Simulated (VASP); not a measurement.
Crystal: CdS.

```
Cd S
1.0
     4.26117    0.00000    0.00000
    -2.13058    3.69028    0.00000
     0.00000    0.00000    5.80417
Cd S
1 1
Direct
  0.00000 0.00000 0.44269
  0.66667 0.33333 0.43431
```

| Item | Value |
| --- | --- |
| Program | VASP 6.6.1 |
| Task | relaxation of cell and atoms |
| Functional | PBEsol |
| Potentials or basis | VASP PAW PBE potentials, release 64 (Cd, S) |
| Cutoff | 600 eV |
| k mesh | 7 × 7 × 5 |
| Occupations | fermi-dirac, width 0.05 eV |
| Spin | no spin polarisation |

At the start: pressure -1.3 GPa; volume 45.64 Å³/atom.

Q: Where does the relaxation end?

A: Over 3 steps the energy falls by 8.7 meV/atom and the volume is 44.26 Å³/atom (-3.0 %); space group P-6m2 (No. 187, to 0.1 Å) before and after.

Step by step:
```csv
step,energy change (eV),largest force (eV/Å),pressure (GPa),volume (Å³)
1,0.0000,0.0143,-1.32,91.27
2,-0.0058,0.0076,1.20,86.38
3,-0.0174,0.0030,-0.01,88.52
```

Final structure:
```xyz
2
Lattice="4.1968 0.0000 0.0000 -2.0984 3.6345 0.0000 0.0000 0.0000 5.8029" Properties=species:S:1:pos:R:3 pbc="T T T"
Cd    0.0000    0.0000    2.5685
S     2.0984    1.2115    2.5206
```

Caveat: the PAW data sets were made with another functional, which shifts forces and pressure a little.
